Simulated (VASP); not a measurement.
Set up this calculation in VASP 6.6.1, as the native input.

```
Task                   : single point
Functional             : PBE
Potentials or basis    : VASP PAW PBE potentials, release 64 (Hf_pv, Zn, Ir)
Cutoff                 : 520 eV
k mesh                 : 4 × 4 × 4
Occupations            : gaussian, width 0.1 eV
Spin                   : no spin polarisation
Dipole correction      : no
Further INCAR settings : ALGO = Normal; EDIFF = 1e-06; NBANDS = 34
```

The structure of Hf3ZnIr lies in POSCAR:

```
Hf3ZnIr
1.0
    4.8370749300      0.0000000000      0.0000000000
    0.0000000000      4.8370749300      0.0000000000
    0.0000000000      0.0000000000      4.8370749300
Hf Zn Ir
3 1 1
Direct
    0.0000000000      0.5000000000      0.5000000000
    0.5000000000      0.0000000000      0.5000000000
    0.5000000000      0.5000000000      0.0000000000
    0.5000000000      0.5000000000      0.5000000000
    0.0000000000      0.0000000000      0.0000000000
```

The cell was built from a structure type or drawn by symmetry, and may not be a known phase.

One way to write it, as run:

INCAR

```
SYSTEM = Hf3ZnIr
  ALGO = Normal
  EDIFF = 1E-6
  ENCUT = 520
  GGA = PE
  ISIF = 2
  ISMEAR = 0
  LASPH = .TRUE.
  LCHARG = .FALSE.
  LREAL = .FALSE.
  LWAVE = .FALSE.
  NBANDS = 34
  NELM = 100
  PREC = Accurate
  SIGMA = 0.1
```

KPOINTS

```
k-points
0
G
  4 4 4
  0 0 0
```

Potentials or basis: VASP PAW PBE potentials, release 64 (Hf_pv, Zn, Ir).

Command:

```sh
$ cat potpaw_PBE.64/Hf_pv/POTCAR potpaw_PBE.64/Zn/POTCAR potpaw_PBE.64/Ir/POTCAR > POTCAR
$ mpirun -np 1 vasp_std > vasp.out
```

Results of the run:

```
Pressure               : -3.8 GPa
Band gap on the k mesh : zero (an odd number of electrons rules out a gap without spin polarisation)
```

Caveat: the cell stands under tension; spin-orbit coupling is left out, which moves the levels of the heavy elements.

It took 57 s on 1 thread of AMD EPYC 7R13, with other jobs on the host, peak memory 0.19 GiB.
